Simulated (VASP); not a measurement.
Set up this calculation in VASP 6.6.1, as the native input.

```
Task                   : single point
Functional             : PBE
Potentials or basis    : VASP PAW PBE potentials, release 64 (Sn_d)
Cutoff                 : 500 eV
k mesh                 : 8 × 8 × 8
Occupations            : gaussian, width 0.05 eV
Spin                   : no spin polarisation
Dipole correction      : no
Further INCAR settings : ALGO = Normal; EDIFF = 1e-06; NBANDS = 13
```

The structure of Sn lies in POSCAR:

```
Sn
1.0
    0.0000000000      2.4124845670      2.4124845670
    2.4124845670      0.0000000000      2.4124845670
    2.4124845670      2.4124845670      0.0000000000
Sn
1
Direct
    0.0000000000      0.0000000000      0.0000000000
```

This isn't the form of Sn at room conditions, which is tetragonal (white tin).

The input as run:

INCAR

```
SYSTEM = Sn
PREC = Accurate ; ENCUT = 500
EDIFF = 1E-6 ; ISMEAR = 0
SIGMA = 0.05 ; LREAL = .FALSE.
LASPH = .TRUE. ; NELM = 120
ALGO = Normal ; ISIF = 2
LWAVE = .FALSE. ; LCHARG = .FALSE.
GGA = PE ; NBANDS = 13
GGA_COMPAT = .FALSE.
```

KPOINTS

```
regular mesh
0
G
  8 8 8
  0 0 0
```

Potentials or basis: VASP PAW PBE potentials, release 64 (Sn_d).

Command:

```console
$ cat potpaw_PBE.64/Sn_d/POTCAR > POTCAR
$ mpirun -np 1 vasp_std > vasp.out
```

It gave:

| Item | Value |
| --- | --- |
| Pressure | 0.0 GPa |
| Band gap on the k mesh | zero (bands 7 and 8 overlap by 9.11 eV) |

Caveat: spin-orbit coupling is left out, which moves the levels of the heavy elements.

Run time: 5.3 s on 1 thread of Intel(R) Xeon(R) 6975P-C (Granite Rapids) (shared host), peak memory 0.15 GiB.
